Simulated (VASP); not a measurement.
# SiGe (P6_3mc) in VASP: a series of runs

The runs below take SiGe through single point, with PBEsol.

All numbers are computed with VASP 6.6.1; they aren't measurements. Logs are shortened: lines on timing, memory, paths and dates and some standing lists are left out, and cuts for length are marked.

### 1 The cell of the first run

Symmetry: P6_3mc, No. 186, hexagonal system. Conventional cell: a = 3.901 Å, b = 3.901 Å, c = 5.928 Å, α = 90.00°, β = 90.00°, γ = 120.00°. Within 2.9 Å of Si (site symmetry 3m) lie 4 Ge at 2.22 to 2.37 Å. Within 2.9 Å of Ge (site symmetry 3m) lie 4 Si at 2.22 to 2.37 Å.

### 2 Single point, PBEsol (strain +0.000 along x and y, -0.080 along z)

Input file INCAR:

```
SYSTEM = SiGe
ALGO = Normal
EDIFF = 1E-7
ENCUT = 520
GGA = PS
ISIF = 2
ISMEAR = 0
LASPH = .True.
LCHARG = .False.
LREAL = .False.
LWAVE = .False.
NBANDS = 26
NELM = 60
PREC = Accurate
SIGMA = 0.03
```

Input file KPOINTS:

```
k-points
0
Gamma
  12 12 6
  0 0 0
```

Input file POSCAR:

```
SiGe
1.0
    3.9005968916      0.0000000000      0.0000000000
   -1.9502984458      3.3780159980      0.0000000000
    0.0000000000      0.0000000000      5.9279213651
Si Ge
2 2
Direct
    0.6666666667      0.3333333333      0.8745463420
    0.3333333333      0.6666666667      0.3745463420
    0.6666666667      0.3333333333      0.5004526580
    0.3333333333      0.6666666667      0.0004526580
```

Potentials or basis: VASP PAW PBE potentials, release 64 (Si, Ge_d).

Command:

```
$ cat potpaw_PBE.64/Si/POTCAR potpaw_PBE.64/Ge_d/POTCAR > POTCAR
$ mpirun -np 1 vasp_std > vasp.out
```

OUTCAR:

```text
SYSTEM = SiGe
   EDIFF = 1E-7
   ENCUT = 520
   GGA = PS
   ISIF = 2
   ISMEAR = 0
   LASPH = .True.
   LREAL = .False.
   NELM = 60
   PREC = Accurate

 ion  position               nearest neighbor table
   1  0.667  0.333  0.875-   3 2.22   4 2.37   4 2.37   4 2.37
   2  0.333  0.667  0.375-   4 2.22   3 2.37   3 2.37   3 2.37
   3  0.667  0.333  0.500-   1 2.22   2 2.37   2 2.37   2 2.37
   4  0.333  0.667  0.000-   2 2.22   1 2.37   1 2.37   1 2.37

  LATTYP: Found a hexagonal cell.
 ALAT       =     3.9005968916
 C/A-ratio  =     1.5197472412

  Lattice vectors:

 A1 = (   3.9005968916,   0.0000000000,   0.0000000000)
 A2 = (  -1.9502984458,   3.3780159980,   0.0000000000)
 A3 = (   0.0000000000,   0.0000000000,   5.9279213651)

Analysis of symmetry for initial positions (statically):
=====================================================================
 Subroutine PRICEL returns:
 Original cell was already a primitive cell.

 Routine SETGRP: Setting up the symmetry group for a
 hexagonal supercell.

 Subroutine GETGRP returns: Found 12 space group operations
 (whereof  6 operations were pure point group operations)
 out of a pool of 24 trial point group operations.

The static configuration has the point symmetry C_3v.
 The point group associated with its full space group is C_6v.

Analysis of symmetry for dynamics (positions and initial velocities):
=====================================================================
 Subroutine PRICEL returns:
 Original cell was already a primitive cell.

 Routine SETGRP: Setting up the symmetry group for a
 hexagonal supercell.

 Subroutine GETGRP returns: Found 12 space group operations
 (whereof  6 operations were pure point group operations)
 out of a pool of 24 trial point group operations.

The dynamic configuration has the point symmetry C_3v.
 The point group associated with its full space group is C_6v.

 Subroutine INISYM returns: Found 12 space group operations
 (whereof  6 operations are pure point group operations),
 and found     1 'primitive' translations

----------------------------------------------------------------------------------------

                                     Primitive cell

  volume of cell :      78.1079

  direct lattice vectors                    reciprocal lattice vectors
     3.900596892  0.000000000  0.000000000     0.256371019  0.148015877  0.000000000
    -1.950298446  3.378015998  0.000000000     0.000000000  0.296031754  0.000000000
     0.000000000  0.000000000  5.927921365     0.000000000  0.000000000  0.168693196

  length of vectors
     3.900596892  3.900596892  5.927921365     0.296031754  0.296031754  0.168693196

  position of ions in fractional coordinates (direct lattice)
     0.666666667  0.333333333  0.874546342
     0.333333333  0.666666667  0.374546342
     0.666666667  0.333333333  0.500452658
     0.333333333  0.666666667  0.000452658

  ion indices of the primitive-cell ions
   primitive index   ion index
                 1           1
                 2           2
                 3           3
                 4           4

----------------------------------------------------------------------------------------

 KPOINTS: k-points

Automatic generation of k-mesh.
 Grid dimensions read from file:
 generate k-points for:   12   12    6

 Generating k-lattice:

  Cartesian coordinates                     Fractional coordinates (reciprocal lattice)
     0.021364252  0.012334656  0.000000000     0.083333333  0.000000000  0.000000000
     0.000000000  0.024669313  0.000000000     0.000000000  0.083333333  0.000000000
     0.000000000  0.000000000  0.028115533     0.000000000  0.000000000  0.166666667

  Length of vectors
     0.024669313  0.024669313  0.028115533

  Shift w.r.t. Gamma in fractional coordinates (k-lattice)
     0.000000000  0.000000000  0.000000000

 Subroutine IBZKPT returns following result:
 ===========================================

 Found     76 irreducible k-points:

 Following reciprocal coordinates:
            Coordinates               Weight
  0.000000  0.000000  0.000000      1.000000
  0.083333  0.000000  0.000000      6.000000
  0.166667 -0.000000  0.000000      6.000000
  0.250000 -0.000000  0.000000      6.000000
  0.333333  0.000000  0.000000      6.000000
  0.416667  0.000000  0.000000      6.000000
[... 16 lines left out ...]
  0.250000 -0.000000  0.166667     12.000000
  0.333333  0.000000  0.166667     12.000000
 [... further k-points ...]
   k-points           NKPTS =     76   k-points in BZ     NKDIM =     76   number of bands    NBANDS=     26
   number of dos      NEDOS =    301   number of ions     NIONS =      4
   total plane-waves  NPLWV =  43200
   dimension x,y,z NGX =    30 NGY =   30 NGZ =   48
   dimension x,y,z NGXF=    60 NGYF=   60 NGZF=   96
   ions per type =               2   2
   NGX,Y,Z   is equivalent  to a cutoff of  12.79, 12.79, 13.46 a.u.
   NGXF,Y,Z  is equivalent  to a cutoff of  25.57, 25.57, 26.92 a.u.
 SYSTEM =  SiGe
   PREC   = accura    normal or accurate (medium, high low for compatibility)
   ISTART =      0    job   : 0-new  1-cont  2-samecut
   ICHARG =      2    charge: 1-file 2-atom 10-const
   ISPIN  =      1    spin polarized calculation?
   LNONCOLLINEAR =      F non collinear calculations
   LSORBIT =      F    spin-orbit coupling
   LASPH  =      T    aspherical Exc in radial PAW
   ENCUT  =  520.0 eV  38.22 Ry    6.18 a.u.   7.25  7.25 11.02*2*pi/ulx,y,z
   NELM   =     60;   NELMIN=  2; NELMDL= -5     # of ELM steps
   EDIFF  = 0.1E-06   stopping-criterion for ELM
   LREAL  =      F    real-space projection
   EDIFFG = 0.1E-05   stopping-criterion for IOM
   NSW    =      0    number of steps for IOM
   IBRION =     -1    ionic relax: 0-MD 1-quasi-New 2-CG
   NFREE  =      0    steps in history (QN), initial steepest desc. (CG)
   ISIF   =      2    stress and relaxation
   ISYM   =      2    0-nonsym 1-usesym 2-fastsym
   POTIM  = 0.5000    time-step for ionic-motion
   TEBEG  =    0.0;   TEEND  =   0.0 temperature during run
   PSTRESS=    0.0 pullay stress
   NELECT =      36.0000    total number of electrons
   NUPDOWN=      -1.0000    fix difference up-down
   EMIN   =  10.00;   EMAX   =-10.00  energy-range for DOS
   EFERMI =   0.00;   METHOD = LEGACY
   ISMEAR =     0;   SIGMA  =   0.03  broadening in eV -4-tet -1-fermi 0-gaus
   EFERMI_NEDOS =   21; number of points for ismear=-14 and -15
   IALGO  =     38    algorithm
   IMIX   =      4    mixing-type and parameters
     AMIX     =   0.40;   BMIX     =  1.00
     AMIX_MAG =   1.60;   BMIX_MAG =  1.00
  volume/ion in A,a.u.               =      19.53       131.77
  Fermi-wavevector in a.u.,A,eV,Ry     =   1.264573  2.389697 21.757689  1.599145
  Thomas-Fermi vector in A             =   2.397871
   LORBIT       =      0    0 simple, 1 ext, 2 COOP (PROOUT), +10 PAW based schemes
   GGA     = PS    functional components
   LHFCALC =     F    Hartree Fock is set to
   AEXX    =    0.0000 exact exchange contribution
   IVDW    =     0    specifies the selected vdW correction
   LEPSILON=     F    determine dielectric tensor
   LRPA    =     F    only Hartree local field effects (RPA)
 non-spin polarized calculation
 Gauss-broadening in eV      SIGMA  =   0.03
  energy-cutoff  :      520.00
  volume of cell :       78.11
 maximum number of plane-waves:      2122
 NGX is ok and might be reduce to    30
   NGX = 15   NGY = 15   NGZ = 23

 number of electron      35.9999982 magnetization

 Free energy of the ion-electron system (eV)
  ---------------------------------------------------
  ext. energy  EPLUGINS =         0.00000000
  ---------------------------------------------------
  free energy    TOTEN  =       -20.77992653 eV

  energy without entropy =      -20.77975172  energy(sigma->0) =      -20.77983912

 E-fermi :   6.3204     XC(G=0): -10.2379

 val. band max:        6.2915276642   @ k =   0.0000   0.0000   0.1667
 cond. band min:       6.3398291114   @ k =   0.4167   0.0000   0.0000
 fundamental gap:      0.0483014472
 Fermi energy:         6.3204472976

 k-point     1 :       0.0000    0.0000    0.0000
  band No.  band energies     occupation
      1     -18.1887      2.00000
      2     -18.1856      2.00000
      3     -18.1681      2.00000
      4     -18.1681      2.00000
      5     -18.1633      2.00000
      6     -18.1633      2.00000
[... 18 lines left out ...]
     25      10.9041      0.00000
     26      12.4943      0.00000

 k-point     2 :       0.0833    0.0000    0.0000
  band No.  band energies     occupation
      1     -18.1885      2.00000
      2     -18.1853      2.00000
      3     -18.1682      2.00000
      4     -18.1676      2.00000
      5     -18.1633      2.00000
      6     -18.1628      2.00000
[... 18 lines left out ...]
     25      11.2188      0.00000
     26      11.9789      0.00000

 k-point     3 :       0.1667   -0.0000    0.0000
  band No.  band energies     occupation
      1     -18.1880      2.00000
      2     -18.1846      2.00000
      3     -18.1683      2.00000
      4     -18.1665      2.00000
      5     -18.1633      2.00000
      6     -18.1614      2.00000
[... 18 lines left out ...]
     25      11.8300      0.00000
     26      12.0351      0.00000

 k-point     4 :       0.2500   -0.0000    0.0000
  band No.  band energies     occupation
      1     -18.1876      2.00000
      2     -18.1836      2.00000
      3     -18.1684      2.00000
      4     -18.1652      2.00000
      5     -18.1631      2.00000
      6     -18.1595      2.00000
[... 18 lines left out ...]
     25      12.5435      0.00000
     26      13.2203      0.00000
[... 496 lines left out ...]
      1     -18.1878      2.00000
      2     -18.1848      2.00000
      3     -18.1680      2.00000
      4     -18.1662      2.00000
      5     -18.1636      2.00000
      6     -18.1617      2.00000
[... 18 lines left out ...]
     25      11.7234      0.00000
     26      12.2921      0.00000

 k-point    23 :       0.2500   -0.0000    0.1667
  band No.  band energies     occupation
      1     -18.1874      2.00000
      2     -18.1839      2.00000
      3     -18.1680      2.00000
      4     -18.1648      2.00000
      5     -18.1635      2.00000
      6     -18.1598      2.00000
[... 18 lines left out ...]
     25      12.6921      0.00000
     26      12.8834      0.00000

 k-point    24 :       0.3333    0.0000    0.1667
  band No.  band energies     occupation
      1     -18.1873      2.00000
      2     -18.1831      2.00000
      3     -18.1680      2.00000
      4     -18.1636      2.00000
      5     -18.1631      2.00000
      6     -18.1580      2.00000
[... 18 lines left out ...]
     25      13.6166      0.00000
     26      13.6481      0.00000

 [... further k-points ...]

------------------------ aborting loop because EDIFF is reached ----------------------------------------

  FORCE on cell =-STRESS in cart. coord.  units (eV):
  Direction    XX          YY          ZZ          XY          YZ          ZX
  --------------------------------------------------------------------------------------
  -------------------------------------------------------------------------------------
  Total        0.6308620      0.6308620     12.4621652      0.0000000      0.0000000      0.0000000
  in kB       12.9404605     12.9404605    255.6282695      0.0000000      0.0000000      0.0000000
  external PRESSURE =      93.8363969 kB  Pullay stress =       0.0000000 kB

 VOLUME and BASIS-vectors are now :
 -----------------------------------------------------------------------------
  energy-cutoff  :      520.00
  volume of cell :       78.11
      direct lattice vectors                 reciprocal lattice vectors
     3.900596892  0.000000000  0.000000000     0.256371019  0.148015877  0.000000000
    -1.950298446  3.378015998  0.000000000     0.000000000  0.296031754  0.000000000
     0.000000000  0.000000000  5.927921365     0.000000000  0.000000000  0.168693196

 POSITION                                       TOTAL-FORCE (eV/Angst)
 -----------------------------------------------------------------------------------
      1.95030      1.12601      5.18424        -0.000000     -0.000000      1.419326
     -0.00000      2.25201      2.22028         0.000000      0.000000      1.419326
      1.95030      1.12601      2.96664        -0.000000      0.000000     -1.419326
     -0.00000      2.25201      0.00268         0.000000      0.000000     -1.419326
 -----------------------------------------------------------------------------------
    total drift:                                0.000000      0.000000      0.000250

  FREE ENERGIE OF THE ION-ELECTRON SYSTEM (eV)
  ---------------------------------------------------
  free  energy   TOTEN  =       -20.7799265265 eV

  energy  without entropy=      -20.7797517193  energy(sigma->0) =      -20.77983912
```

Run time: 3 min. Hardware: 1 thread of Intel Xeon 8259CL, shared host; peak memory 0.27 GiB.

What came out:

* Free energy: -20.7799 eV
* Pressure: 9.4 GPa
* Largest force: 1.419 eV/Å
* Band gap on the k mesh: zero (bands 18 and 19 overlap by 0.24 eV)

Forces on the atoms (eV/Å):
```
Si   0.000  0.000  1.419
Si   0.000  0.000  1.419
Ge   0.000  0.000 -1.419
Ge   0.000  0.000 -1.419
```

Caveat: the cell differs from its parent crystal (strain +0.000 along x and y, -0.080 along z); the cell stands under pressure; semilocal functionals underestimate gaps, so a narrow gap can read as zero; the PAW data sets were made with another functional, which shifts forces and pressure a little.

### 3 Single point, PBEsol (strain -0.040 along x and y, +0.080 along z)

Input file INCAR:

```
SYSTEM = SiGe
ALGO = Normal ; EDIFF = 1E-7
ENCUT = 520 ; GGA = PS
ISIF = 2 ; ISMEAR = 0
LASPH = .True. ; LCHARG = .True.
LELF = .True. ; LREAL = .False.
LVHAR = .True. ; LWAVE = .False.
NBANDS = 26 ; NELM = 80
PREC = Accurate ; SIGMA = 0.03
```

KPOINTS is that of step 2.

Input file POSCAR:

```
SiGe
1.0
    3.7445730159      0.0000000000      0.0000000000
   -1.8722865080      3.2428953581      0.0000000000
    0.0000000000      0.0000000000      6.9588642111
Si Ge
2 2
Direct
    0.6666666667      0.3333333333      0.8745463420
    0.3333333333      0.6666666667      0.3745463420
    0.6666666667      0.3333333333      0.5004526580
    0.3333333333      0.6666666667      0.0004526580
```

Potentials or basis: VASP PAW PBE potentials, release 64 (Si, Ge_d).

Command:

```
$ cat potpaw_PBE.64/Si/POTCAR potpaw_PBE.64/Ge_d/POTCAR > POTCAR
$ mpirun -np 1 vasp_std > vasp.out
```

Wall time 3.1 min (1 thread of Intel Xeon 8259CL, shared host); peak memory 0.28 GiB.

The run converged. Its results:

```
Free energy            : -20.8057 eV
Pressure               : 2.1 GPa
Largest force          : 0.802 eV/Å
Band gap on the k mesh : zero (filled and empty bands overlap)
```

Forces in eV/Å, atoms in the order of the input:
```
Si   0.000  0.000 -0.802
Si   0.000  0.000 -0.802
Ge   0.000  0.000  0.802
Ge   0.000  0.000  0.802
```

Stress tensor (GPa, compression positive):
```
  8.95   0.00   0.00
  0.00   8.95   0.00
  0.00   0.00 -11.74
```

Levels at points of the mesh, in eV from the Fermi level:
```
           k point  band 16  band 17  band 18  band 19  band 20  band 21
(0.00, 0.00, 0.00)    -0.70    -0.17     0.03     0.03     1.63     2.65
(0.50, 0.00, 0.00)    -2.92    -2.84    -1.74     0.79     1.55     2.75
(0.00, 0.00, 0.50)    -0.58    -0.58    -0.58     2.17     2.17     3.41
(0.50, 0.00, 0.50)    -2.94    -2.37    -2.37     0.28     0.28     1.64
```

Caveat: the cell differs from its parent crystal (strain -0.040 along x and y, +0.080 along z); semilocal functionals underestimate gaps, so a narrow gap can read as zero; the PAW data sets were made with another functional, which shifts forces and pressure a little.

### 4 Single point, PBEsol (strain +0.040 along x and y, -0.080 along z)

Input file INCAR:

```
ALGO = Normal
EDIFF = 1E-7
ENCUT = 520
GGA = PS
ISIF = 2
ISMEAR = 0
LASPH = T
LCHARG = F
LREAL = F
LWAVE = F
NBANDS = 26
NELM = 60
PREC = Accurate
SIGMA = 0.03
```

Input file KPOINTS:

```
k-points
0
Gamma
  12 12 6
```

Input file POSCAR:

```
SiGe
1.0
    4.0566207672      0.0000000000      0.0000000000
   -2.0283103836      3.5131366379      0.0000000000
    0.0000000000      0.0000000000      5.9279213651
Si Ge
2 2
Direct
    0.6666666667      0.3333333333      0.8745463420
    0.3333333333      0.6666666667      0.3745463420
    0.6666666667      0.3333333333      0.5004526580
    0.3333333333      0.6666666667      0.0004526580
```

Command:

```
$ cat potpaw_PBE.64/Si/POTCAR potpaw_PBE.64/Ge_d/POTCAR > POTCAR
$ mpirun -np 1 vasp_std > vasp.out
```

Run time: 5.6 min. Hardware: 1 thread of Intel Xeon 8259CL, shared host; peak memory 0.29 GiB.

The run converged. Its results:

```yaml
Free_energy: -20.6475 eV
Pressure: 2.7 GPa
Largest_force: 1.834 eV/Å
Band_gap_on_the_k_mesh: zero (bands 18 and 19 overlap by 0.36 eV)
```

Forces in eV/Å, atoms in the order of the input:
```
Si   0.000  0.000  1.834
Si   0.000  0.000  1.834
Ge   0.000  0.000 -1.834
Ge   0.000  0.000 -1.834
```

Stress tensor (GPa, compression positive):
```
-7.27  0.00  0.00
 0.00 -7.27  0.00
 0.00  0.00 22.71
```

Levels at points of the mesh, in eV from the Fermi level:
```csv
k point,band 14,band 15,band 16,band 17,band 18,band 19,band 20,band 21,band 22,band 23
"(0.00, 0.00, 0.00)",-2.07,-2.07,-0.62,-0.19,0.29,0.29,1.51,1.51,1.69,4.59
"(0.50, 0.00, 0.00)",-5.66,-4.82,-3.46,-3.09,-1.04,-0.03,2.40,2.96,3.56,6.37
"(0.00, 0.00, 0.50)",-4.01,-1.23,-1.23,-1.23,-1.23,0.62,0.62,2.91,2.91,2.91
"(0.50, 0.00, 0.50)",-7.40,-2.58,-2.58,-2.02,-2.02,0.79,0.79,2.55,2.55,6.11
```

Caveat: the cell differs from its parent crystal (strain +0.040 along x and y, -0.080 along z); semilocal functionals underestimate gaps, so a narrow gap can read as zero; the PAW data sets were made with another functional, which shifts forces and pressure a little.

[end of part 1 of 3]
